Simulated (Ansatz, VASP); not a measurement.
## CdS, level by level in two programs

```
CELL_PARAMETERS angstrom
0.00000 2.71603 2.71603
2.71603 0.00000 2.71603
2.71603 2.71603 0.00000
ATOMIC_POSITIONS crystal
Cd 0.00000 0.00000 0.00000
S 0.50000 0.50000 0.50000
```

Single points on this cell with VASP 6.6.1 and Ansatz 0.2.0. Each row is one pair of runs. Alike in all rows: spin: off; k mesh: 8 × 8 × 8; smearing: fermi-dirac, width 0.05 eV.

```tsv
level	VASP's potentials, cutoff	Ansatz's potentials, cutoff	pressure (GPa), VASP	pressure (GPa), Ansatz
PBEsol	VASP PAW PBE potentials, release 64 (Cd, S), 520 eV	Ansatz PAW, 420 eV	-1.0	-1.6
r2SCAN	VASP PAW PBE potentials, release 64 (Cd, S), 520 eV	Ansatz PAW, 500 eV	1.5	1.0
PBEsol	VASP PAW PBE potentials, release 64 (Cd_sv_GW, S), 540 eV	Ansatz PAW, 420 eV	?	-1.6
```

Problem. Fill in what VASP gave in row 3.

Solution. Pressure (GPa): -2.7.

VASP's potentials hold 18 valence electrons a cell and Ansatz's 26 in some rows, so a difference there can come from the potentials and not from the codes.
